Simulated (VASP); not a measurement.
# Cu (I4/mmm) in VASP: further runs, part 2 of 2

VASP 6.6.1. Earlier steps stand in the parts before.

## 5. Single point, PBE

Input file INCAR:

```
SYSTEM = Cu
ALGO = Normal
EDIFF = 1E-6
ENCUT = 520
GGA = PE
ISIF = 2
ISMEAR = 1
LASPH = .TRUE.
LCHARG = .FALSE.
LREAL = .FALSE.
LWAVE = .FALSE.
NBANDS = 12
NELM = 100
PREC = Accurate
SIGMA = 0.01
```

Input file KPOINTS:

```
k-points
0
G
  20 20 20
  0 0 0
```

Input file POSCAR:

```
Cu
1.0
   -1.4427933200      1.4427933200      1.3760814500
    1.4427933200     -1.4427933200      1.3760814500
    1.4427933200      1.4427933200     -1.3760814500
Cu
1
Direct
    0.0000000000      0.0000000000      0.0000000000
```

Potentials or basis: VASP PAW PBE potentials, release 64 (Cu).

Command:

```bash
> cat potpaw_PBE.64/Cu/POTCAR > POTCAR
> mpirun -np 1 vasp_std > vasp.out
```

OUTCAR:

```text
SYSTEM = Cu
   EDIFF = 1E-6
   ENCUT = 520
   GGA = PE
   ISIF = 2
   ISMEAR = 1
   LASPH = .TRUE.
   LREAL = .FALSE.
   NELM = 100
   PREC = Accurate

 ion  position               nearest neighbor table
   1  0.000  0.000  0.000-

  LATTYP: Found a body centered tetragonal cell.
 ALAT       =     2.8855866400
 C/A-ratio  =     0.9537620052

  Lattice vectors:

 A1 = (  -1.4427933200,   1.4427933200,   1.3760814500)
 A2 = (   1.4427933200,  -1.4427933200,   1.3760814500)
 A3 = (   1.4427933200,   1.4427933200,  -1.3760814500)

Analysis of symmetry for initial positions (statically):
=====================================================================
 Subroutine PRICEL returns:
 Original cell was already a primitive cell.

 Routine SETGRP: Setting up the symmetry group for a
 body centered tetragonal supercell.

 Subroutine GETGRP returns: Found 16 space group operations
 (whereof 16 operations were pure point group operations)
 out of a pool of 16 trial point group operations.

The static configuration has the point symmetry D_4h.

Analysis of symmetry for dynamics (positions and initial velocities):
[... 160 lines left out ...]
 cond. band min:       7.9841650626   @ k =   0.2000   0.1500   0.1500
 fundamental gap:      0.0089037531
 Fermi energy:         7.9760151671

 k-point     1 :       0.0000    0.0000    0.0000
  band No.  band energies     occupation
      1      -1.6117      2.00000
      2       4.6396      2.00000
      3       4.8332      2.00000
      4       4.8332      2.00000
      5       5.7037      2.00000
      6       5.9121      2.00000
      7      32.8394      0.00000
      8      32.8394      0.00000
      9      34.0858      0.00000
     10      36.9079      0.00000
     11      36.9079      0.00000
     12      36.9225      0.00000
[... 331 lines left out ...]
 k-point    24 :      -0.3500    0.0500    0.0000
  band No.  band energies     occupation
      1       1.9342      2.00000
      2       4.1604      2.00000
      3       4.8696      2.00000
      4       5.7532      2.00000
      5       5.8946      2.00000
      6       6.1239      2.00000
      7      18.4774      0.00000
      8      25.5812      0.00000
      9      27.1120      0.00000
     10      30.6247      0.00000
     11      33.5338      0.00000
     12      40.2448      0.00000

 [... further k-points ...]
[... 5 lines left out ...]
  --------------------------------------------------------------------------------------
  -------------------------------------------------------------------------------------
  Total        0.5726996      0.5726996      0.5278908      0.0000000     -0.0000000      0.0000000
  in kB       80.0801935     80.0801935     73.8146095      0.0000000     -0.0000000      0.0000000
  external PRESSURE =      77.9916655 kB  Pullay stress =       0.0000000 kB

 VOLUME and BASIS-vectors are now :
 -----------------------------------------------------------------------------
  energy-cutoff  :      520.00
  volume of cell :       11.46
      direct lattice vectors                 reciprocal lattice vectors
    -1.442793320  1.442793320  1.376081450     0.000000000  0.346549983  0.363350585
     1.442793320 -1.442793320  1.376081450     0.346549983  0.000000000  0.363350585
     1.442793320  1.442793320 -1.376081450     0.346549983  0.346549983  0.000000000

 POSITION                                       TOTAL-FORCE (eV/Angst)
 -----------------------------------------------------------------------------------
      0.00000      0.00000      0.00000         0.000000     -0.000000     -0.000000
 -----------------------------------------------------------------------------------
    total drift:                                0.000000      0.000000      0.000000

  FREE ENERGIE OF THE ION-ELECTRON SYSTEM (eV)
  ---------------------------------------------------
  free  energy   TOTEN  =        -3.6759491476 eV

  energy  without entropy=       -3.6759436267  energy(sigma->0) =       -3.67594731
```

stdout:

```text
POSCAR found type information on POSCAR Cu
 POSCAR found :  1 types and       1 ions
 scaLAPACK will be used
 LDA part: xc-table for (Slater+PW92), standard interpolation
 POSCAR, INCAR and KPOINTS ok, starting setup
 FFT: planning ... GRIDC
 FFT: planning ... GRID_SOFT
 FFT: planning ... GRID
 WAVECAR not read
 entering main loop
```

Run time: 31 s. Hardware: 1 thread of Intel Xeon 6975P-C (Granite Rapids), shared host; peak memory 0.19 GiB.

Results:

* Free energy: -3.6759 eV
* Pressure: 7.8 GPa
* Band gap on the k mesh: zero (an odd number of electrons rules out a gap without spin polarisation)

Caveat: the cell stands under pressure.

## 6. Single point, PBE

Input file INCAR:

```
PREC     = Accurate       # precision mode
ENCUT    = 520            # plane-wave cutoff, eV
EDIFF    = 1E-6           # SCF threshold, eV
ISMEAR   = 1              # smearing method
SIGMA    = 0.1            # smearing width, eV
LREAL    = False          # projectors in reciprocal space
LASPH    = True           # aspherical terms in the spheres
NELM     = 80             # most SCF steps
ALGO     = Normal         # electronic algorithm
ISIF     = 2              # what is computed and relaxed
LWAVE    = False          # write WAVECAR
LCHARG   = False          # write CHGCAR
GGA      = PE             # functional
NBANDS   = 12             # bands
```

Input file KPOINTS:

```
Automatic mesh
0
Gamma
  20 20 20
```

POSCAR is that of step 5.

Potentials or basis: VASP PAW PBE potentials, release 64 (Cu).

Command:

```bash
> cat potpaw_PBE.64/Cu/POTCAR > POTCAR
> mpirun -np 1 vasp_std > vasp.out
```

It took 31 s on 1 thread of Intel Xeon 6975P-C (Granite Rapids), shared host; peak memory 0.19 GiB.

It converged, with:

* Free energy: -3.6761 eV
* Pressure: 7.8 GPa
* Band gap on the k mesh: zero (an odd number of electrons rules out a gap without spin polarisation)

Stress tensor (GPa, compression positive):
```
8.01 0.00 0.00
0.00 8.01 0.00
0.00 0.00 7.44
```

Levels at points of the mesh, in eV from the Fermi level:
```csv
k point,band 2,band 3,band 4,band 5,band 6,band 7,band 8,band 9,band 10,band 11
"(0.00, 0.00, 0.00)",-3.33,-3.14,-3.14,-2.27,-2.06,24.87,24.87,26.11,28.93,28.93
"(0.50, 0.00, 0.00)",-4.03,-2.18,-1.96,-1.39,-0.54,4.69,17.35,17.48,21.36,24.43
"(0.50, 0.50, 0.00)",-3.79,-2.34,-2.09,-1.41,-0.91,4.17,18.60,18.91,22.53,25.53
"(0.50, 0.50, 0.50)",-4.79,-1.58,-1.58,-1.53,7.74,7.74,9.58,13.35,13.99,16.79
```

Caveat: the cell stands under pressure.

## 7. Summary

```tsv
smearing	gap on the mesh (eV)	pressure (GPa)
fermi-dirac 0.5 eV	none	10.2
methfessel-paxton 0.05 eV	none	7.8
methfessel-paxton 0.2 eV	none	7.8
methfessel-paxton 0.01 eV	none	7.8
methfessel-paxton 0.1 eV	none	7.8
```

Alike in all rows: task single point; level PBE; potentials or basis VASP PAW PBE potentials, release 64 (Cu); no spin polarisation; cell as given; k mesh 20 × 20 × 20; cutoff (eV) 520.

Caveats: the cell stands under pressure; so wide a smearing shifts energies and pressures (at least some runs).

Absolute energies hang on the potentials; compare differences alone.
